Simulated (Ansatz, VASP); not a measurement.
Two plane-wave programs on Nb

```xyz
1
Lattice="-1.6520 1.6520 1.6520 1.6520 -1.6520 1.6520 1.6520 1.6520 -1.6520" Properties=species:S:1:pos:R:3 pbc="T T T"
Nb    0.0000    0.0000    0.0000
```

Alike in both runs: functional r2SCAN; k mesh 24 × 24 × 24; occupations fermi-dirac, width 0.08 eV; no spin polarisation.

Ansatz relaxed the structure, and its values are those at the end. VASP's run is a single point on that final structure, the one shown.

|  | VASP | Ansatz |
| --- | --- | --- |
| version | VASP 6.6.1 | Ansatz 0.2.0 |
| potentials or method | VASP PAW PBE potentials, release 64 (Nb_sv) | PAW with Ansatz's default frozen-core files, scalar-relativistic |
| plane-wave cutoff (eV) | 520 | 500 |
| valence electrons in the cell | 13 | 13 |

Ansatz gave:

```
pressure (GPa) : 0.0
```

Q: Which values does VASP return?

A: Pressure (GPa): -0.2.

VASP's potentials were made for PBE, not for r2SCAN.
